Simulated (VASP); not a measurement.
# Al in VASP: single point with PBE

Aim: the single point of Al with PBE.

Everything below comes from runs of VASP 6.6.1. Logs are shortened: lines on timing, memory, paths and dates and some standing lists are left out, and cuts for length are marked.

## Step 1: The cell of the first run

The cell holds a slab with vacuum, 6 atoms: a = 3.003 Å, b = 3.003 Å, c = 29.827 Å, α = 90.00°, β = 90.00°, γ = 90.00°.

## Step 2: Single point, PBE

INCAR reads:

```
ALGO = Normal ; DIPOL = 0.5 0.5 0.643
EDIFF = 1E-6 ; ENCUT = 400
GGA = PE ; GGA_COMPAT = F
IDIPOL = 3 ; ISIF = 2
ISMEAR = 1 ; LASPH = T
LCHARG = T ; LDIPOL = T
LELF = T ; LREAL = F
LVACPOTAV = T ; LVHAR = T
LWAVE = F ; NBANDS = 18
NELM = 120 ; NELMDL = -8
PREC = Accurate ; SIGMA = 0.1
```

KPOINTS reads:

```
k-points
0
Gamma
  12 12 1
```

POSCAR reads:

```
Al
1.0
    3.0028735207      0.0000000000      0.0000000000
    0.0000000000      3.0028735207      0.0000000000
    0.0000000000      0.0000000000     29.8274673280
Al
6
Direct
    0.0000000000      0.0000000000      0.4812233831
    0.5000000000      0.5000000000      0.5442162275
    0.0000000000      0.0000000000      0.6100402284
    0.5000000000      0.5000000000      0.6759093940
    0.0000000000      0.0000000000      0.7408618892
    0.5000000000      0.5000000000      0.8065685534
```

Potentials or basis: VASP PAW PBE potentials, release 64 (Al).

On the command line:

```
$ cat potpaw_PBE.64/Al/POTCAR > POTCAR
$ mpirun -np 1 vasp_std > vasp.out
```

OUTCAR:

```text
EDIFF = 1E-6
   ENCUT = 400
   GGA = PE
   ISIF = 2
   ISMEAR = 1
   LASPH = T
   LREAL = F
   NELM = 120
   NELMDL = -8
   PREC = Accurate

 ion  position               nearest neighbor table
   1  0.000  0.000  0.481-   2 2.84   2 2.84   2 2.84   2 2.84
   2  0.500  0.500  0.544-   1 2.84   1 2.84   1 2.84   1 2.84   3 2.89   3 2.89   3 2.89   3 2.89

   3  0.000  0.000  0.610-   2 2.89   2 2.89   2 2.89   2 2.89   4 2.89   4 2.89   4 2.89   4 2.89

   4  0.500  0.500  0.676-   5 2.87   5 2.87   5 2.87   5 2.87   3 2.89   3 2.89   3 2.89   3 2.89

   5  0.000  0.000  0.741-   4 2.87   4 2.87   4 2.87   4 2.87   6 2.89   6 2.89   6 2.89   6 2.89

   6  0.500  0.500  0.807-   5 2.89   5 2.89   5 2.89   5 2.89

  LATTYP: Found a simple tetragonal cell.
 ALAT       =     3.0028735207
 C/A-ratio  =     9.9329749063

  Lattice vectors:

 A1 = (   3.0028735207,   0.0000000000,   0.0000000000)
 A2 = (   0.0000000000,   3.0028735207,   0.0000000000)
 A3 = (   0.0000000000,   0.0000000000,  29.8274673280)

Analysis of symmetry for initial positions (statically):
=====================================================================
 Subroutine PRICEL returns:
 Original cell was already a primitive cell.

 Routine SETGRP: Setting up the symmetry group for a
 simple tetragonal supercell.

 Subroutine GETGRP returns: Found  8 space group operations
 (whereof  8 operations were pure point group operations)
 out of a pool of 16 trial point group operations.

The static configuration has the point symmetry C_4v.

Analysis of symmetry for dynamics (positions and initial velocities):
=====================================================================
 Subroutine PRICEL returns:
 Original cell was already a primitive cell.

 Routine SETGRP: Setting up the symmetry group for a
 simple tetragonal supercell.

 Subroutine GETGRP returns: Found  8 space group operations
 (whereof  8 operations were pure point group operations)
 out of a pool of 16 trial point group operations.

The dynamic configuration has the point symmetry C_4v.

 Subroutine INISYM returns: Found  8 space group operations
 (whereof  8 operations are pure point group operations),
 and found     1 'primitive' translations

----------------------------------------------------------------------------------------

                                     Primitive cell

  volume of cell :     268.9617

  direct lattice vectors                    reciprocal lattice vectors
     3.002873521  0.000000000  0.000000000     0.333014359  0.000000000  0.000000000
     0.000000000  3.002873521  0.000000000     0.000000000  0.333014359  0.000000000
     0.000000000  0.000000000 29.827467328     0.000000000  0.000000000  0.033526145

  length of vectors
     3.002873521  3.002873521 29.827467328     0.333014359  0.333014359  0.033526145

  position of ions in fractional coordinates (direct lattice)
     0.000000000  0.000000000  0.481223383
     0.500000000  0.500000000  0.544216228
     0.000000000  0.000000000  0.610040228
     0.500000000  0.500000000  0.675909394
     0.000000000  0.000000000  0.740861889
     0.500000000  0.500000000  0.806568553

  ion indices of the primitive-cell ions
   primitive index   ion index
                 1           1
                 2           2
                 3           3
                 4           4
                 5           5
                 6           6

----------------------------------------------------------------------------------------

 KPOINTS: k-points

Automatic generation of k-mesh.
 Grid dimensions read from file:
 generate k-points for:   12   12    1

 Generating k-lattice:

  Cartesian coordinates                     Fractional coordinates (reciprocal lattice)
     0.027751197  0.000000000  0.000000000     0.083333333  0.000000000  0.000000000
     0.000000000  0.027751197  0.000000000     0.000000000  0.083333333  0.000000000
     0.000000000  0.000000000  0.033526145     0.000000000  0.000000000  1.000000000

  Length of vectors
     0.027751197  0.027751197  0.033526145

  Shift w.r.t. Gamma in fractional coordinates (k-lattice)
     0.000000000  0.000000000  0.000000000

 Subroutine IBZKPT returns following result:
 ===========================================

 Found     28 irreducible k-points:

 Following reciprocal coordinates:
            Coordinates               Weight
  0.000000  0.000000  0.000000      1.000000
  0.083333  0.000000  0.000000      4.000000
  0.166667  0.000000  0.000000      4.000000
  0.250000  0.000000  0.000000      4.000000
  0.333333  0.000000  0.000000      4.000000
  0.416667  0.000000  0.000000      4.000000
[... 16 lines left out ...]
  0.333333  0.333333  0.000000      4.000000
  0.416667  0.333333  0.000000      8.000000
 [... further k-points ...]
   k-points           NKPTS =     28   k-points in BZ     NKDIM =     28   number of bands    NBANDS=     18
   number of dos      NEDOS =    301   number of ions     NIONS =      6
   total plane-waves  NPLWV =  78400
   dimension x,y,z NGX =    20 NGY =   20 NGZ =  196
   dimension x,y,z NGXF=    40 NGYF=   40 NGZF=  392
   ions per type =               6
   NGX,Y,Z   is equivalent  to a cutoff of  11.07, 11.07, 10.92 a.u.
   NGXF,Y,Z  is equivalent  to a cutoff of  22.14, 22.14, 21.85 a.u.
 SYSTEM =  unknown system
   PREC   = accura    normal or accurate (medium, high low for compatibility)
   ISTART =      0    job   : 0-new  1-cont  2-samecut
   ICHARG =      2    charge: 1-file 2-atom 10-const
   ISPIN  =      1    spin polarized calculation?
   LNONCOLLINEAR =      F non collinear calculations
   LSORBIT =      F    spin-orbit coupling
   LASPH  =      T    aspherical Exc in radial PAW
   ENCUT  =  400.0 eV  29.40 Ry    5.42 a.u.   4.90  4.90 48.64*2*pi/ulx,y,z
   NELM   =    120;   NELMIN=  2; NELMDL= -8     # of ELM steps
   EDIFF  = 0.1E-05   stopping-criterion for ELM
   LREAL  =      F    real-space projection
   EDIFFG = 0.1E-04   stopping-criterion for IOM
   NSW    =      0    number of steps for IOM
   IBRION =     -1    ionic relax: 0-MD 1-quasi-New 2-CG
   NFREE  =      0    steps in history (QN), initial steepest desc. (CG)
   ISIF   =      2    stress and relaxation
   ISYM   =      2    0-nonsym 1-usesym 2-fastsym
   POTIM  = 0.5000    time-step for ionic-motion
   TEBEG  =    0.0;   TEEND  =   0.0 temperature during run
   PSTRESS=    0.0 pullay stress
   NELECT =      18.0000    total number of electrons
   NUPDOWN=      -1.0000    fix difference up-down
   EMIN   =  10.00;   EMAX   =-10.00  energy-range for DOS
   EFERMI =   0.00;   METHOD = LEGACY
   ISMEAR =     1;   SIGMA  =   0.10  broadening in eV -4-tet -1-fermi 0-gaus
   EFERMI_NEDOS =   21; number of points for ismear=-14 and -15
   IALGO  =     38    algorithm
   IMIX   =      4    mixing-type and parameters
     AMIX     =   0.40;   BMIX     =  1.00
     AMIX_MAG =   1.60;   BMIX_MAG =  1.00
  volume/ion in A,a.u.               =      44.83       302.51
  Fermi-wavevector in a.u.,A,eV,Ry     =   0.664664  1.256033  6.010758  0.441778
  Thomas-Fermi vector in A             =   1.738421
   LORBIT       =      0    0 simple, 1 ext, 2 COOP (PROOUT), +10 PAW based schemes
   GGA     = PE    functional components
   LHFCALC =     F    Hartree Fock is set to
   AEXX    =    0.0000 exact exchange contribution
   IVDW    =     0    specifies the selected vdW correction
   LEPSILON=     F    determine dielectric tensor
   LRPA    =     F    only Hartree local field effects (RPA)
 non-spin polarized calculation
 Methfessel and Paxton  Order N= 1 SIGMA  =   0.10
  energy-cutoff  :      400.00
  volume of cell :      268.96
 maximum number of plane-waves:      4940
 NGX is ok and might be reduce to    20
   NGX =  9   NGY =  9   NGZ = 97

 dipolmoment           0.000000      0.000000      0.003113 electrons x Angstroem

 number of electron      18.0000001 magnetization

 dipolmoment           0.000000      0.000000     -0.000955 electrons x Angstroem

 Free energy of the ion-electron system (eV)
  ---------------------------------------------------
  ext. energy  EPLUGINS =         0.00000000
  ---------------------------------------------------
  free energy    TOTEN  =       -21.18978102 eV

  energy without entropy =      -21.18650184  energy(sigma->0) =      -21.18868796

 E-fermi :   0.2199     XC(G=0):  -4.5734

 val. band max:        0.2156518726   @ k =   0.4167   0.3333   0.0000
 cond. band min:       0.2618660936   @ k =   0.2500   0.2500   0.0000
 fundamental gap:      0.0462142210
 Fermi energy:         0.2199160839

 k-point     1 :       0.0000    0.0000    0.0000
  band No.  band energies     occupation
      1     -10.2597      2.00000
      2      -9.5729      2.00000
      3      -8.4124      2.00000
      4      -6.8258      2.00000
      5      -4.9097      2.00000
      6      -2.6952      2.00000
[... 10 lines left out ...]
     17       5.5794      0.00000
     18       5.7259      0.00000

 k-point     2 :       0.0833    0.0000    0.0000
  band No.  band energies     occupation
      1     -10.1459      2.00000
      2      -9.4595      2.00000
      3      -8.2999      2.00000
      4      -6.7143      2.00000
      5      -4.7994      2.00000
      6      -2.5860      2.00000
[... 10 lines left out ...]
     17       5.6820      0.00000
     18       5.8394      0.00000

 k-point     3 :       0.1667    0.0000    0.0000
  band No.  band energies     occupation
      1      -9.8048      2.00000
      2      -9.1200      2.00000
      3      -7.9629      2.00000
      4      -6.3803      2.00000
      5      -4.4691      2.00000
      6      -2.2599      2.00000
[... 10 lines left out ...]
     17       5.7458      0.00000
     18       5.7960      0.00000

 k-point     4 :       0.2500    0.0000    0.0000
  band No.  band energies     occupation
      1      -9.2382      2.00000
      2      -8.5560      2.00000
      3      -7.4028      2.00000
      4      -5.8255      2.00000
      5      -3.9209      2.00000
      6      -1.7248      2.00000
[... 10 lines left out ...]
     17       5.7446      0.00000
     18       6.0509      0.00000

 k-point     5 :       0.3333    0.0000    0.0000
  band No.  band energies     occupation
      1      -8.4485      2.00000
      2      -7.7698      2.00000
      3      -6.6224      2.00000
      4      -5.0532      2.00000
      5      -3.1607      2.00000
      6      -3.1399      2.00000
[... 10 lines left out ...]
     17       6.2731      0.00000
     18       6.3400      0.00000

 k-point     6 :       0.4167    0.0000    0.0000
  band No.  band energies     occupation
      1      -7.4391      2.00000
      2      -6.7653      2.00000
      3      -5.6265      2.00000
      4      -4.7804      2.00000
      5      -4.1138      2.00000
      6      -4.0659      2.00000
[... 307 lines left out ...]
 k-point    21 :       0.4167    0.2500    0.0000
  band No.  band energies     occupation
      1      -6.4375      2.00000
      2      -5.7681      2.00000
      3      -4.6359      2.00000
      4      -3.8087      2.00000
      5      -3.1468      2.00000
      6      -3.0816      2.00000
[... 10 lines left out ...]
     17       4.0317      0.00000
     18       4.6341      0.00000

 k-point    22 :       0.5000    0.2500    0.0000
  band No.  band energies     occupation
      1      -5.2315      2.00000
      2      -5.2177      2.00000
      3      -4.5682      2.00000
      4      -4.5535      2.00000
      5      -3.4394      2.00000
      6      -3.4217      2.00000
[... 10 lines left out ...]
     17       3.7350      0.00000
     18       3.7752      0.00000

 k-point    23 :       0.3333    0.3333    0.0000
  band No.  band energies     occupation
      1      -6.6596      2.00000
      2      -5.9890      2.00000
      3      -4.8538      2.00000
      4      -3.3006      2.00000
      5      -1.8721      2.00000
      6      -1.4281      2.00000
[... 10 lines left out ...]
     17       3.8287      0.00000
     18       4.2633      0.00000

 k-point    24 :       0.4167    0.3333    0.0000
  band No.  band energies     occupation
      1      -5.6648      2.00000
      2      -4.9993      2.00000
      3      -3.8725      2.00000
      4      -3.0839      2.00000
      5      -2.4296      2.00000
      6      -2.3260      2.00000
[... 10 lines left out ...]
     17       2.8939      0.00000
     18       3.3169      0.00000

 [... further k-points ...]
[... 5 lines left out ...]
  --------------------------------------------------------------------------------------
  -------------------------------------------------------------------------------------
  Total       -5.3044647     -5.3044647      0.9025174      0.0000000      0.0000000      0.0000000
  in kB      -31.5981523    -31.5981523      5.3762034      0.0000000      0.0000000      0.0000000
  external PRESSURE =     -19.2733670 kB  Pullay stress =       0.0000000 kB

 VOLUME and BASIS-vectors are now :
 -----------------------------------------------------------------------------
  energy-cutoff  :      400.00
  volume of cell :      268.96
      direct lattice vectors                 reciprocal lattice vectors
     3.002873521  0.000000000  0.000000000     0.333014359  0.000000000  0.000000000
     0.000000000  3.002873521  0.000000000     0.000000000  0.333014359  0.000000000
     0.000000000  0.000000000 29.827467328     0.000000000  0.000000000  0.033526145

 POSITION                                       TOTAL-FORCE (eV/Angst)
 -----------------------------------------------------------------------------------
      0.00000      0.00000     14.35367         0.000000      0.000000     -0.222665
      1.50144      1.50144     16.23259        -0.000000      0.000000      0.216406
      0.00000      0.00000     18.19595        -0.000000     -0.000000     -0.164017
      1.50144      1.50144     20.16067        -0.000000      0.000000      0.127963
      0.00000      0.00000     22.09803        -0.000000     -0.000000      0.006171
      1.50144      1.50144     24.05790        -0.000000      0.000000      0.036142
 -----------------------------------------------------------------------------------
    total drift:                                0.000000      0.000000      0.000019

  FREE ENERGIE OF THE ION-ELECTRON SYSTEM (eV)
  ---------------------------------------------------
  free  energy   TOTEN  =       -21.1897810167 eV

  energy  without entropy=      -21.1865018441  energy(sigma->0) =      -21.18868796

 vacuum level on the upper side and lower side of the slab         4.670         4.690
```

Wall time 1.8 min (1 thread of Intel Xeon Platinum 8488C (Sapphire Rapids), shared host); peak memory 0.29 GiB.

Results:

| Property | Result |
| --- | --- |
| Free energy | -21.1898 eV |
| Largest force | 0.223 eV/Å |
| Band gap on the k mesh | zero (band 9 reaches 3.57 eV, above the bottom of band 10 at -1.00 eV) |

Forces on the atoms (eV/Å):
```
Al   0.000  0.000 -0.223
Al   0.000  0.000  0.216
Al   0.000  0.000 -0.164
Al   0.000  0.000  0.128
Al   0.000  0.000  0.006
Al   0.000  0.000  0.036
```

Levels at points of the mesh, in eV from the Fermi level:
| k point | band 6 | band 7 | band 8 | band 9 | band 10 | band 11 | band 12 | band 13 |
| --- | --- | --- | --- | --- | --- | --- | --- | --- |
| (0.00, 0.00, 0.00) | -2.92 | -1.37 | 1.58 | 3.35 | 4.22 | 4.52 | 4.53 | 4.53 |
| (0.50, 0.00, 0.00) | -4.62 | -3.10 | -3.07 | -1.22 | -1.21 | 0.96 | 0.97 | 2.59 |
| (0.50, 0.50, 0.00) | -1.93 | -1.29 | -1.25 | -1.22 | -1.22 | -0.10 | -0.06 | 0.28 |
